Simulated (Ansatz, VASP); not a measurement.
# Hf in VASP and in Ansatz

```
CELL_PARAMETERS angstrom
0.00000 2.22000 2.22000
2.27550 0.00000 2.22000
2.27550 2.22000 0.00000
ATOMIC_POSITIONS crystal
Hf 0.00000 0.00000 0.00000
```

Change from the starting cell: strain +0.0250 x Voigt [1, 0, 0, 0, 0, 0], atoms carried along.

Alike in both runs: task single point; functional r2SCAN; k mesh 18 × 18 × 18; occupations gaussian, width 0.15 eV; no spin polarisation.

|  | VASP | Ansatz |
| --- | --- | --- |
| version | VASP 6.6.1 | Ansatz 0.2.0 |
| potentials or method | VASP PAW PBE potentials, release 64 (Hf_pv), cutoff 520 eV | scalar-relativistic, plane waves, PAW |
| valence electrons in the cell | 10 | 26 |

VASP gave:

* gap on the k mesh at the Fermi level (eV): none
* pressure (GPa): -0.4
* traceless stress, the component that is largest in VASP (GPa): -0.97

Question: Estimate Ansatz's values.

Answer: gap on the k mesh at the Fermi level (eV): none; pressure (GPa): 0.1; traceless stress, the component that is largest in VASP (GPa): -0.96.

VASP's potentials were made for PBE, not for r2SCAN. A gap of «none» marks a metal or a gap that the smearing closes. With one functional, cell and mesh, what is left measures potentials, basis and numerics. VASP's potentials hold 10 valence electrons a cell and Ansatz's 26, so a difference there can come from the potentials and not from the codes.

Neither program's run includes spin-orbit coupling.
